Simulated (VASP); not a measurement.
Set up this calculation in VASP 6.6.1, as the native input.

```
Task                   : single point
Functional             : RPBE
Dispersion             : D3(BJ)
Potentials or basis    : VASP PAW PBE potentials, release 64 (Cu_sv_GW, O)
Cutoff                 : 820 eV
k mesh                 : 10 × 10 × 5
Occupations            : fermi-dirac, width 0.05 eV
Spin                   : no spin polarisation
Dipole correction      : no
Further INCAR settings : ALGO = Normal; EDIFF = 1e-06; NBANDS = 33
```

The structure of CuO lies in POSCAR:

```
CuO
1.0
    2.3877802882     -1.7448634230      0.0000000000
    2.3877802882      1.7448634230      0.0000000000
   -0.8666988638      0.0000000000      5.1570684890
Cu O
2 2
Direct
    0.5000000000      0.0000000000      0.5000000000
    0.0000000000      0.5000000000      0.0000000000
    0.4184000000      0.5816000000      0.7500000000
    0.5816000000      0.4184000000      0.2500000000
```

The input as run:

INCAR

```
SYSTEM = CuO
ALGO = Normal
EDIFF = 1E-6
ENCUT = 820
GGA = RP
GGA_COMPAT = .FALSE.
ISIF = 2
ISMEAR = -1
IVDW = 12
LASPH = .TRUE.
LCHARG = .TRUE.
LELF = .TRUE.
LREAL = .FALSE.
LVHAR = .TRUE.
LWAVE = .FALSE.
NBANDS = 33
NELM = 120
PREC = Accurate
SIGMA = 0.05
```

KPOINTS

```
k-points
0
G
  10 10 5
  0 0 0
```

Potentials or basis: VASP PAW PBE potentials, release 64 (Cu_sv_GW, O).

Run with:

```sh
$ cat potpaw_PBE.64/Cu_sv_GW/POTCAR potpaw_PBE.64/O/POTCAR > POTCAR
$ mpirun -np 1 vasp_std > vasp.out
```

It gave:

```
Pressure                   : -20.3 GPa
Largest force              : 0.303 eV/Å
Band gap on the k mesh     : zero (bands 25 and 26 overlap by 0.59 eV)
Dispersion energy per atom : -1.075 eV
```

Caveat: the cell stands under tension; the dispersion term is far too large for a dense solid, which distorts pressure and volume; the PAW data sets were made with another functional, which shifts forces and pressure a little; semilocal functionals often make such compounds metallic where correlation or magnetic order opens a gap, which also shifts bond lengths.

It took 3.1 min on 1 thread of Intel(R) Xeon(R) 6975P-C (Granite Rapids) (shared host), peak memory 0.49 GiB.
